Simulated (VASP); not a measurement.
Crystal: VH2.

```xyz
3
Lattice="0.0000 2.1355 2.1355 2.1355 0.0000 2.1355 2.1355 2.1355 0.0000" Properties=species:S:1:pos:R:3 pbc="T T T"
V     0.0000    0.0000    0.0000
H     1.0677    1.0677    1.0677
H     3.2032    3.2032    3.2032
```

Base run:

- Program: VASP 6.6.1
- Functional: PBEsol
- Potentials or basis: VASP PAW PBE potentials, release 64 (V_sv, H)
- Cutoff: 520 eV
- k mesh: 8 × 8 × 8
- Occupations: fermi-dirac, width 0.1 eV
- Spin: collinear spin, ferromagnetic start
- Starting moments: [1.0, 0.0, 0.0] μB

Its results: pressure -11.9 GPa; net moment 0.00 μB per cell.

**Question.** After a change of settings the same cell gave: pressure -10.2 GPa; net moment 0.55 μB per cell; site moments V +0.51; H -0.01 μB. Which change was it?
A. k mesh from 8 × 8 × 8 to 3 × 3 × 3
B. k mesh from 8 × 8 × 8 to 4 × 4 × 4
C. k mesh from 8 × 8 × 8 to 5 × 5 × 5

**Answer.** B.

Caveats: some runs use coarse meshes; the PAW data sets were made with another functional, which shifts forces and pressure a little.
